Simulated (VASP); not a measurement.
A run of VASP 6.6.1 is set up as follows.

File INCAR:

```
SYSTEM = Hg3AsP
ALGO = Normal
EDIFF = 1E-7
ENCUT = 520
GGA = PE
ISIF = 2
ISMEAR = 0
LASPH = .TRUE.
LCHARG = .TRUE.
LELF = .TRUE.
LREAL = .FALSE.
LVHAR = .TRUE.
LWAVE = .FALSE.
NBANDS = 31
NELM = 60
PREC = Accurate
SIGMA = 0.05
```

KPOINTS

```
k-points
0
G
  4 4 4
  0 0 0
```

File POSCAR:

```
Hg3AsP
1.0
    6.0400000000      0.0000000000      0.0000000000
    0.0000000000      6.0400000000      0.0000000000
    0.0000000000      0.0000000000      6.0400000000
P As Hg
1 1 3
Direct
    0.0000000000      0.0000000000      0.0000000000
    0.5000000000      0.5000000000      0.5000000000
    0.5000000000      0.5000000000      0.0000000000
    0.5000000000      0.0000000000      0.5000000000
    0.0000000000      0.5000000000      0.5000000000
```

Potentials or basis: VASP PAW PBE potentials, release 64 (P, As, Hg).

The run is started by

```sh
$ cat potpaw_PBE.64/P/POTCAR potpaw_PBE.64/As/POTCAR potpaw_PBE.64/Hg/POTCAR > POTCAR
$ mpirun -np 1 vasp_std > vasp.out
```

(1) What does it give for the pressure?

(2) What does it give for the band gap on the k mesh?

Results:

(1) -4.2 GPa.

(2) zero (band 23 reaches -0.64 eV, above the bottom of band 24 at -0.68 eV).

Caveat: spin-orbit coupling is left out, which moves the levels of the heavy elements.
